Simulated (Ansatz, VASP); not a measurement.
**One calculation of CuSn3, two programs**

Contents of POSCAR:

```
CuSn3
1.0
   -2.2399030000      2.2399030000      4.8707040000
    2.2399030000     -2.2399030000      4.8707040000
    2.2399030000      2.2399030000     -4.8707040000
Sn Cu
3 1
Direct
    0.5000000000      0.5000000000      0.0000000000
    0.2500000000      0.7500000000      0.5000000000
    0.7500000000      0.2500000000      0.5000000000
    0.0000000000      0.0000000000      0.0000000000
```

The input INCAR.step1:

```
PREC     = Accurate       # precision mode
ENCUT    = 520            # plane-wave cutoff, eV
ISMEAR   = -1             # smearing method
SIGMA    = 0.05           # smearing width, eV
LREAL    = F              # projectors in reciprocal space
LASPH    = T              # aspherical terms in the spheres
NELM     = 60             # most SCF steps
NBANDS   = 34             # bands
GGA      = PE             # functional
ALGO     = Normal         # electronic algorithm
EDIFF    = 1E-4           # SCF threshold, eV
LWAVE    = T              # write WAVECAR
LCHARG   = F              # write CHGCAR
```

Contents of INCAR.step2:

```
PREC     = Accurate       # precision mode
ENCUT    = 520            # plane-wave cutoff, eV
EDIFF    = 1E-7           # SCF threshold, eV
ISMEAR   = -1             # smearing method
SIGMA    = 0.05           # smearing width, eV
LREAL    = F              # projectors in reciprocal space
LASPH    = T              # aspherical terms in the spheres
NELM     = 60             # most SCF steps
ALGO     = Normal         # electronic algorithm
ISIF     = 2              # what is computed and relaxed
LWAVE    = F              # write WAVECAR
LCHARG   = F              # write CHGCAR
METAGGA  = R2SCAN         # meta-GGA
LMIXTAU  = T            
NBANDS   = 34             # bands
ISTART   = 1
```

File KPOINTS:

```
regular mesh
0
Gamma
  8 8 8
```

Contents of input.yaml:

```yaml
crystal:
  lattice:
    - [-2.239903, 2.239903, 4.870704]
    - [2.239903, -2.239903, 4.870704]
    - [2.239903, 2.239903, -4.870704]
  atoms:
    - { symbol: Sn, position: [0.5, 0.5, 0.0] }
    - { symbol: Sn, position: [0.25, 0.75, 0.5] }
    - { symbol: Sn, position: [0.75, 0.25, 0.5] }
    - { symbol: Cu, position: [0.0, 0.0, 0.0] }
hamiltonian:
  xc: r2scan
  pseudopotentials: { kind: paw }
kpoints:
  mp_grid: { grid: [8, 8, 8] }
scf:
  occupations: { method: fermi_dirac, width: 0.05 }
output:
  forces: true
  stress: true
  eigenvalues: true
  write_density: true
  write_potential: true
  elf: true
  volumetric_format: npy
```

Alike in both runs: task single point; functional r2SCAN; k mesh 8 × 8 × 8; occupations fermi-dirac, width 0.05 eV; no spin polarisation.

```csv
,VASP,Ansatz
version,VASP 6.6.1,Ansatz 0.2.0
potentials or method,"VASP PAW PBE potentials, release 64 (Sn_d, Cu)",Ansatz PAW
plane-wave cutoff (eV),520,500
valence electrons in the cell,53,61
```

|  | VASP | Ansatz | Ansatz less VASP |
| --- | --- | --- | --- |
| gap on the k mesh at the Fermi level (eV) | none | none | - |
| pressure (GPa) | -2.6 | -2.7 | -0.03 |
| traceless stress, the component that is largest in VASP (GPa) | 0.23 | 0.22 | -0.011 |

VASP's potentials were made for PBE, not for r2SCAN. A gap of «none» marks a metal or a gap that the smearing closes. With one functional, cell and mesh, what is left measures potentials, basis and numerics. VASP's potentials hold 53 valence electrons a cell and Ansatz's 61, so a difference there can come from the potentials and not from the codes.
